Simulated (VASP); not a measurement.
Wanted: the native input for a VASP 6.6.1 run.

| Item | Value |
| --- | --- |
| Task | single point |
| Functional | PBE |
| Potentials or basis | VASP PAW PBE potentials, release 64 (Ba_sv, Ti_sv, O) |
| Cutoff | 520 eV |
| k mesh | 6 × 6 × 6 |
| Occupations | gaussian, width 0.01 eV |
| Spin | no spin polarisation |
| Dipole correction | no |
| Further INCAR settings | ALGO = Normal; EDIFF = 1e-06; NBANDS = 28 |

The structure of BaTiO3 lies in POSCAR:

```
BaTiO3
1.0
    3.9940965204      0.0000000000      0.0000000000
    0.0000000000      3.9940965204      0.0000000000
    0.0000000000      0.0000000000      3.9940965204
Ba Ti O
1 1 3
Direct
    0.0000000000      0.0000000000      0.0000000000
    0.5000000000      0.5000000000      0.5000000000
    0.5000000000      0.5000000000      0.0000000000
    0.5000000000      0.0000000000      0.5000000000
    0.0000000000      0.5000000000      0.5000000000
```

The input as run:

INCAR

```
SYSTEM = BaTiO3
PREC = Accurate
ENCUT = 520
EDIFF = 1E-6
ISMEAR = 0
SIGMA = 0.01
LREAL = .FALSE.
LASPH = .TRUE.
NELM = 100
ALGO = Normal
ISIF = 2
LWAVE = .FALSE.
LCHARG = .TRUE.
GGA = PE
LELF = .TRUE.
LVHAR = .TRUE.
NBANDS = 28
```

KPOINTS

```
Automatic mesh
0
G
  6 6 6
  0 0 0
```

Potentials or basis: VASP PAW PBE potentials, release 64 (Ba_sv, Ti_sv, O).

Launch:

```bash
$ cat potpaw_PBE.64/Ba_sv/POTCAR potpaw_PBE.64/Ti_sv/POTCAR potpaw_PBE.64/O/POTCAR > POTCAR
$ mpirun -np 1 vasp_std > vasp.out
```

It gave:

- Pressure: 5.0 GPa
- Band gap on the k mesh: 1.76 eV, indirect (least direct gap 1.90 eV)

Caveat: spin-orbit coupling is left out, which moves the levels of the heavy elements.

It took 66 s on 1 thread of Intel Xeon 8259CL, with other jobs on the host, peak memory 0.19 GiB.
